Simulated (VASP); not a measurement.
# Si (Fd-3m) in VASP: a series of runs, part 2 of 2

VASP 6.6.1. The steps go on from the part before.

**3. Relaxation of cell and atoms, PBEsol, target pressure 20 GPa, at which the enthalpy is minimised**

Input file INCAR:

```
SYSTEM = Si
PREC = Accurate
ENCUT = 600
EDIFF = 1E-6
ISMEAR = -1
SIGMA = 0.05
LREAL = .FALSE.
LASPH = .TRUE.
NELM = 100
ALGO = Normal
ISIF = 3
LWAVE = .FALSE.
LCHARG = .FALSE.
GGA = PS
IBRION = 2
NSW = 80
EDIFFG = -0.005
PSTRESS = 200.0
```

Input file KPOINTS:

```
Automatic mesh
0
G
  8 8 8
  0 0 0
```

Input file POSCAR:

```
Si
1.0
    0.0000000000      2.7218511865      2.7218511865
    2.7218511865      0.0000000000      2.7218511865
    2.7218511865      2.7218511865      0.0000000000
Si
2
Direct
    0.5000000000      0.5000000000      0.5000000000
    0.7500000000      0.7500000000      0.7500000000
```

Potentials or basis: VASP PAW PBE potentials, release 64 (Si).

The run is started by

```sh
cat potpaw_PBE.64/Si/POTCAR > POTCAR
mpirun -np 1 vasp_std > vasp.out
```

OUTCAR:

```text
SYSTEM = Si
   PREC = Accurate
   ENCUT = 600
   EDIFF = 1E-6
   ISMEAR = -1
   LREAL = .FALSE.
   LASPH = .TRUE.
   NELM = 100
   ISIF = 3
   GGA = PS
   IBRION = 2
   NSW = 80
   EDIFFG = -0.005
   PSTRESS = 200.0

 ion  position               nearest neighbor table
   1  0.500  0.500  0.500-   2 2.36   2 2.36   2 2.36   2 2.36
   2  0.750  0.750  0.750-   1 2.36   1 2.36   1 2.36   1 2.36

  LATTYP: Found a face centered cubic cell.
 ALAT       =     5.4437023730

  Lattice vectors:

 A1 = (   0.0000000000,   2.7218511865,   2.7218511865)
 A2 = (   2.7218511865,   0.0000000000,   2.7218511865)
 A3 = (   2.7218511865,   2.7218511865,   0.0000000000)

Analysis of symmetry for initial positions (statically):
=====================================================================
 Subroutine PRICEL returns:
 Original cell was already a primitive cell.

 Routine SETGRP: Setting up the symmetry group for a
 face centered cubic supercell.

 Subroutine GETGRP returns: Found 48 space group operations
 (whereof 24 operations were pure point group operations)
 out of a pool of 48 trial point group operations.

The static configuration has the point symmetry T_d .
 The point group associated with its full space group is O_h .

Analysis of symmetry for dynamics (positions and initial velocities):
=====================================================================
 Subroutine PRICEL returns:
 Original cell was already a primitive cell.

 Routine SETGRP: Setting up the symmetry group for a
 face centered cubic supercell.

 Subroutine GETGRP returns: Found 48 space group operations
 (whereof 24 operations were pure point group operations)
 out of a pool of 48 trial point group operations.

The dynamic configuration has the point symmetry T_d .
 The point group associated with its full space group is O_h .

 Subroutine INISYM returns: Found 48 space group operations
 (whereof 24 operations are pure point group operations),
 and found     1 'primitive' translations

----------------------------------------------------------------------------------------

                                     Primitive cell

  volume of cell :      40.3295

  direct lattice vectors                    reciprocal lattice vectors
     0.000000000  2.721851186  2.721851186    -0.183698507  0.183698507  0.183698507
     2.721851186  0.000000000  2.721851186     0.183698507 -0.183698507  0.183698507
     2.721851186  2.721851186  0.000000000     0.183698507  0.183698507 -0.183698507

  length of vectors
     3.849278863  3.849278863  3.849278863     0.318175148  0.318175148  0.318175148

  position of ions in fractional coordinates (direct lattice)
     0.500000000  0.500000000  0.500000000
     0.750000000  0.750000000  0.750000000

  ion indices of the primitive-cell ions
   primitive index   ion index
                 1           1
                 2           2

----------------------------------------------------------------------------------------

 KPOINTS: Automatic mesh

Automatic generation of k-mesh.
 Grid dimensions read from file:
 generate k-points for:    8    8    8

 Generating k-lattice:

  Cartesian coordinates                     Fractional coordinates (reciprocal lattice)
    -0.022962313  0.022962313  0.022962313     0.125000000  0.000000000  0.000000000
     0.022962313 -0.022962313  0.022962313     0.000000000  0.125000000  0.000000000
     0.022962313  0.022962313 -0.022962313     0.000000000  0.000000000  0.125000000

  Length of vectors
     0.039771893  0.039771893  0.039771893

  Shift w.r.t. Gamma in fractional coordinates (k-lattice)
     0.000000000  0.000000000  0.000000000

 Subroutine IBZKPT returns following result:
 ===========================================

 Found     29 irreducible k-points:

 Following reciprocal coordinates:
            Coordinates               Weight
  0.000000  0.000000  0.000000      1.000000
  0.125000  0.000000  0.000000      8.000000
  0.250000  0.000000  0.000000      8.000000
  0.375000  0.000000  0.000000      8.000000
  0.500000  0.000000  0.000000      4.000000
  0.125000  0.125000  0.000000      6.000000
[... 16 lines left out ...]
  0.500000  0.250000  0.125000     48.000000
 -0.375000  0.250000  0.125000     24.000000
 [... further k-points ...]
   k-points           NKPTS =     29   k-points in BZ     NKDIM =     29   number of bands    NBANDS=      8
   number of dos      NEDOS =    301   number of ions     NIONS =      2
   total plane-waves  NPLWV =  32768
   dimension x,y,z NGX =    32 NGY =   32 NGZ =   32
   dimension x,y,z NGXF=    64 NGYF=   64 NGZF=   64
   ions per type =               2
   NGX,Y,Z   is equivalent  to a cutoff of  13.82, 13.82, 13.82 a.u.
   NGXF,Y,Z  is equivalent  to a cutoff of  27.64, 27.64, 27.64 a.u.
 SYSTEM =  Si
   PREC   = accura    normal or accurate (medium, high low for compatibility)
   ISTART =      0    job   : 0-new  1-cont  2-samecut
   ICHARG =      2    charge: 1-file 2-atom 10-const
   ISPIN  =      1    spin polarized calculation?
   LNONCOLLINEAR =      F non collinear calculations
   LSORBIT =      F    spin-orbit coupling
   LASPH  =      T    aspherical Exc in radial PAW
   ENCUT  =  600.0 eV  44.10 Ry    6.64 a.u.   7.69  7.69  7.69*2*pi/ulx,y,z
   NELM   =    100;   NELMIN=  2; NELMDL= -5     # of ELM steps
   EDIFF  = 0.1E-05   stopping-criterion for ELM
   LREAL  =      F    real-space projection
   EDIFFG = -.5E-02   stopping-criterion for IOM
   NSW    =     80    number of steps for IOM
   IBRION =      2    ionic relax: 0-MD 1-quasi-New 2-CG
   NFREE  =      1    steps in history (QN), initial steepest desc. (CG)
   ISIF   =      3    stress and relaxation
   ISYM   =      2    0-nonsym 1-usesym 2-fastsym
   POTIM  = 0.5000    time-step for ionic-motion
   TEBEG  =    0.0;   TEEND  =   0.0 temperature during run
   PSTRESS=  200.0 pullay stress
   NELECT =       8.0000    total number of electrons
   NUPDOWN=      -1.0000    fix difference up-down
   EMIN   =  10.00;   EMAX   =-10.00  energy-range for DOS
   EFERMI =   0.00;   METHOD = LEGACY
   ISMEAR =    -1;   SIGMA  =   0.05  broadening in eV -4-tet -1-fermi 0-gaus
   EFERMI_NEDOS =   21; number of points for ismear=-14 and -15
   IALGO  =     38    algorithm
   IMIX   =      4    mixing-type and parameters
     AMIX     =   0.40;   BMIX     =  1.00
     AMIX_MAG =   1.60;   BMIX_MAG =  1.00
  volume/ion in A,a.u.               =      20.16       136.08
  Fermi-wavevector in a.u.,A,eV,Ry     =   0.954766  1.804247 12.402783  0.911579
  Thomas-Fermi vector in A             =   2.083543
   LORBIT       =      0    0 simple, 1 ext, 2 COOP (PROOUT), +10 PAW based schemes
   GGA     = PS    functional components
   LHFCALC =     F    Hartree Fock is set to
   AEXX    =    0.0000 exact exchange contribution
   IVDW    =     0    specifies the selected vdW correction
   LEPSILON=     F    determine dielectric tensor
   LRPA    =     F    only Hartree local field effects (RPA)
 conjugate gradient relaxation of ions
 non-spin polarized calculation
  energy-cutoff  :      600.00
  volume of cell :       40.33
 maximum number of plane-waves:      1365
   NGX = 15   NGY = 15   NGZ = 15

--------------------------------------- Ionic step        1  -------------------------------------------

 number of electron       8.0000000 magnetization

 Free energy of the ion-electron system (eV)
  ---------------------------------------------------
  ext. energy  EPLUGINS =         0.00000000
  ---------------------------------------------------
  free energy    TOTEN  =       -11.48888788 eV

  energy without entropy =      -11.48881992  energy(sigma->0) =      -11.48885390

 E-fermi :   5.9551     XC(G=0):  -9.5255

 val. band max:        5.7190691932   @ k =   0.0000   0.0000   0.0000
 cond. band min:       6.2333213504   @ k =   0.3750   0.3750   0.0000
 fundamental gap:      0.5142521571
 Fermi energy:         5.9551163364

 k-point     1 :       0.0000    0.0000    0.0000
  band No.  band energies     occupation
      1      -6.2223      2.00000
      2       5.7191      1.98234
      3       5.7191      1.98234
      4       5.7191      1.98234
      5       8.2329      0.00000
      6       8.2329      0.00000
      7       8.2329      0.00000
      8       8.9616      0.00000
[... 751 lines left out ...]
  enthalpy is  TOTEN    =        -6.8798864325 eV   P V=        4.3011333660

--------------------------------------- Ionic step        7  -------------------------------------------

 number of electron       8.0000000 magnetization

 Free energy of the ion-electron system (eV)
  ---------------------------------------------------
  ext. energy  EPLUGINS =         0.00000000
  ---------------------------------------------------
  free energy    TOTEN  =       -11.17415662 eV

  energy without entropy =      -11.17343928  energy(sigma->0) =      -11.17379795

 E-fermi :   7.5183     XC(G=0): -10.1465

 val. band max:        7.4400289561   @ k =   0.0000   0.0000   0.0000
 cond. band min:       7.6631517932   @ k =   0.3750   0.3750   0.0000
 fundamental gap:      0.2231228371
 Fermi energy:         7.5182787014

 k-point     1 :       0.0000    0.0000    0.0000
  band No.  band energies     occupation
      1      -5.6703      2.00000
      2       7.4400      1.65414
      3       7.4400      1.65414
      4       7.4400      1.65414
      5      10.0021      0.00000
      6      10.0021      0.00000
      7      10.0021      0.00000
      8      12.5793      0.00000
[... 282 lines left out ...]
  FREE ENERGIE OF THE ION-ELECTRON SYSTEM (eV)
  ---------------------------------------------------
  free  energy   TOTEN  =       -11.1741566219 eV

  energy  without entropy=      -11.1734392787  energy(sigma->0) =      -11.17379795

  enthalpy is  TOTEN    =        -6.8799344307 eV   P V=        4.2942221912

 reached required accuracy - stopping structural energy minimisation
```

OSZICAR:

```text
N       E                     dE             d eps       ncg     rms          rms(c)
DAV:   1     0.106458350589E+02    0.10646E+02   -0.37063E+03   464   0.911E+02
DAV:   2    -0.114249499894E+02   -0.22071E+02   -0.21481E+02   744   0.912E+01
DAV:   3    -0.117076058790E+02   -0.28266E+00   -0.28266E+00   584   0.133E+01
DAV:   4    -0.117088205918E+02   -0.12147E-02   -0.12147E-02   768   0.977E-01
[... 46 lines left out ...]
       N       E                     dE             d eps       ncg     rms          rms(c)
DAV:   1    -0.111741708853E+02    0.68491E-02   -0.53703E-04   512   0.138E-01    0.246E-02
DAV:   2    -0.111741605663E+02    0.10319E-04   -0.10554E-05   584   0.228E-02    0.151E-02
DAV:   3    -0.111741565387E+02    0.40276E-05   -0.11722E-05   488   0.178E-02    0.411E-03
DAV:   4    -0.111741566219E+02   -0.83150E-07   -0.12084E-07   232   0.337E-03
   7 F= -.68799344E+01 E0= -.68795758E+01  d E =-.261843E-04
```

CONTCAR:

```text
Si
   1.00000000000000
    -0.0000000000000000    2.5813389486359459    2.5813389486359459
     2.5813389486359459   -0.0000000000000000    2.5813389486359459
     2.5813389486359459    2.5813389486359459   -0.0000000000000000
  Si
     2
Direct
     0.5000000000000000    0.5000000000000000    0.5000000000000000
     0.7500000000000000    0.7500000000000000    0.7500000000000000

  0.00000000E+00  0.00000000E+00  0.00000000E+00
  0.00000000E+00  0.00000000E+00  0.00000000E+00
```

It took 28 s on 1 thread of Intel Xeon Platinum 8259CL at 2.50GHz (Skylake/Cascade Lake), shared host; peak memory 0.17 GiB.

Results:

| Property | Result |
| --- | --- |
| Free energy | -11.1742 eV |
| Relaxed volume | 17.20 Å³/atom |
| Relaxed cell | a = 3.651 Å, b = 3.651 Å, c = 3.651 Å, α = 60.00°, β = 60.00°, γ = 60.00° |
| Space group after relaxing (to 0.05 Å) | Fd-3m (No. 227) |
| Energy change on relaxing (the enthalpy is what falls) | +157.4 meV/atom |
| Ionic steps | 7 |
| Pressure after relaxing | 20.0 GPa |
| Band gap on the k mesh | 0.22 eV, indirect (least direct gap 2.56 eV) |

Step by step:
| step | energy change (eV) | largest force (eV/Å) | pressure (GPa) | volume (Å³) |
| --- | --- | --- | --- | --- |
| 1 | 0.0000 | 0.0000 | -0.39 | 40.33 |
| 2 | 2.3701 | 0.0000 | 80.08 | 27.13 |
| 3 | 0.2699 | 0.0000 | 18.19 | 34.78 |
| 4 | 0.3062 | 0.0000 | 19.66 | 34.47 |
| 5 | 0.3200 | 0.0000 | 20.21 | 34.36 |
| 6 | 0.3079 | 0.0000 | 19.73 | 34.46 |
| 7 | 0.3147 | 0.0000 | 20.00 | 34.40 |

Final structure:
```xyz
2
Lattice="0.0000 2.5813 2.5813 2.5813 0.0000 2.5813 2.5813 2.5813 0.0000" Properties=species:S:1:pos:R:3 pbc="T T T"
Si    2.5813    2.5813    2.5813
Si    3.8720    3.8720    3.8720
```

Levels at points of the mesh, in eV from the valence-band top:
```csv
k point,band 1,band 2,band 3,band 4,band 5,band 6,band 7,band 8
"(0.00, 0.00, 0.00)",-13.11,0.00,0.00,0.00,2.56,2.56,2.56,5.14
"(0.50, 0.00, 0.00)",-10.35,-7.81,-1.34,-1.34,2.01,3.16,3.16,7.69
"(0.50, 0.50, 0.00)",-8.37,-8.37,-3.30,-3.30,0.25,0.25,11.43,11.43
```

Caveat: the cell is relaxed towards a set pressure, so the enthalpy falls and the energy may rise; the PAW data sets were made with another functional, which shifts forces and pressure a little. A k mesh can miss the band edges.
